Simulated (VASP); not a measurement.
# WS2: single point with LDA

The system is WS2, a slab with vacuum.

```
CELL_PARAMETERS angstrom
3.12642 -0.17195 -0.17195
-1.71212 2.79353 -0.06294
-1.28384 -1.28384 23.34257
ATOMIC_POSITIONS crystal
W 0.33333 0.66667 0.63028
W 0.66667 0.33333 0.36972
S 0.33333 0.66667 0.30289
S 0.66667 0.33333 0.56333
S 0.33333 0.66667 0.43667
S 0.66667 0.33333 0.69711
```

* Program: VASP 6.6.1
* Task: single point
* Functional: LDA
* Potentials or basis: VASP PAW LDA potentials, release 64 (W_sv, S)
* Cutoff: 520 eV
* k mesh: 12 × 12 × 2
* Occupations: gaussian, width 0.05 eV
* Spin: no spin polarisation

The largest force is 4.247 eV/Å and the band gap on the k mesh is 0.98 eV (least direct gap 1.35 eV).

Forces in eV/Å, atoms in the order of the input:
```
W    2.199  0.272  1.221
W   -2.199 -0.272 -1.221
S   -1.077 -1.995 -0.429
S   -3.261 -2.198 -1.604
S    3.261  2.198  1.604
S    1.077  1.995  0.429
```

Levels at points of the mesh, in eV from the valence-band top:
```csv
k point,band 23,band 24,band 25,band 26,band 27,band 28,band 29,band 30
"(0.00, 0.00, 0.00)",-2.27,-1.81,-0.75,0.00,1.35,1.52,1.99,2.02
"(0.50, 0.00, 0.00)",-2.55,-2.38,-1.02,-1.01,2.19,2.21,2.65,2.84
"(0.00, 0.50, 0.00)",-1.84,-1.77,-1.57,-0.99,1.73,1.73,2.70,2.80
"(0.50, 0.50, 0.00)",-1.73,-1.46,-1.12,-1.10,2.03,2.04,2.66,2.66
"(0.00, 0.00, 0.50)",-2.27,-1.81,-0.75,0.00,1.35,1.52,1.99,2.02
"(0.50, 0.00, 0.50)",-2.55,-2.38,-1.02,-1.01,2.19,2.21,2.65,2.84
"(0.00, 0.50, 0.50)",-1.84,-1.77,-1.57,-0.99,1.73,1.73,2.70,2.80
"(0.50, 0.50, 0.50)",-1.73,-1.46,-1.12,-1.10,2.03,2.04,2.66,2.66
```

Run time: 26 min on 1 thread of Oxide Virtual Turin-like Processor (shared host), peak memory 0.78 GiB.

Caveat: there is no dipole correction, which matters where the two faces differ; spin-orbit coupling is left out, which moves the levels of the heavy elements.
